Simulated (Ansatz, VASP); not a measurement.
## Tl: VASP beside Ansatz

```
Tl
1.0
     3.61243    0.00000    0.00000
    -1.80621    3.12846    0.00000
     0.00000    0.00000    5.56527
Tl
2
Cartesian
  0.0000 2.0856 4.1740
  1.8062 1.0428 1.3913
```

Alike in both runs: functional PBE; k mesh 15 × 15 × 8; occupations gaussian, width 0.1 eV; no spin polarisation.

Ansatz relaxed the structure, and its values are those at the end. VASP's run is a single point on that final structure, the one shown.

|  | VASP | Ansatz |
| --- | --- | --- |
| version | VASP 6.6.1 | Ansatz 0.2.0 |
| potentials or method | VASP PAW PBE potentials, release 64 (Tl_d), cutoff 520 eV | scalar-relativistic, plane waves, PAW |
| valence electrons in the cell | 26 | 26 |

Ansatz gave:

```
gap on the k mesh at the Fermi level (eV) : none
pressure (GPa)                            : 0.0
```

Q: Estimate VASP's values.

A: gap on the k mesh at the Fermi level (eV): none; pressure (GPa): -0.1.

A gap of «none» marks a metal or a gap that the smearing closes.

Neither program's run includes spin-orbit coupling.
